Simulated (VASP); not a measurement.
Ta, 5 atoms in the cell. The cell holds a slab with vacuum, 5 atoms: a = 3.281 Å, b = 3.281 Å, c = 22.563 Å, α = 90.00°, β = 90.00°, γ = 90.00°. 

* Program: VASP 6.6.1
* Task: single point
* Functional: PBEsol
* Potentials or basis: VASP PAW PBE potentials, release 64 (Ta_pv)
* Cutoff: 520 eV
* k mesh: 12 × 12 × 1
* Occupations: fermi-dirac, width 0.08 eV
* Spin: no spin polarisation
* Dipole correction: no
* Further INCAR settings: ALGO = Normal; EDIFF = 1e-07; NBANDS = 36

Potentials or basis: VASP PAW PBE potentials, release 64 (Ta_pv).

Run with:

```bash
$ cat potpaw_PBE.64/Ta_pv/POTCAR > POTCAR
$ mpirun -np 1 vasp_std > vasp.out
```

Hardware: 1 thread of Intel(R) Xeon(R) 6975P-C (Granite Rapids) (shared host).

How long does it take, and how much memory?

It took 2.7 min on 1 thread of Intel(R) Xeon(R) 6975P-C (Granite Rapids), with other jobs on the host, peak memory 0.4 GiB. Counts: scf iterations 28, k points 28.
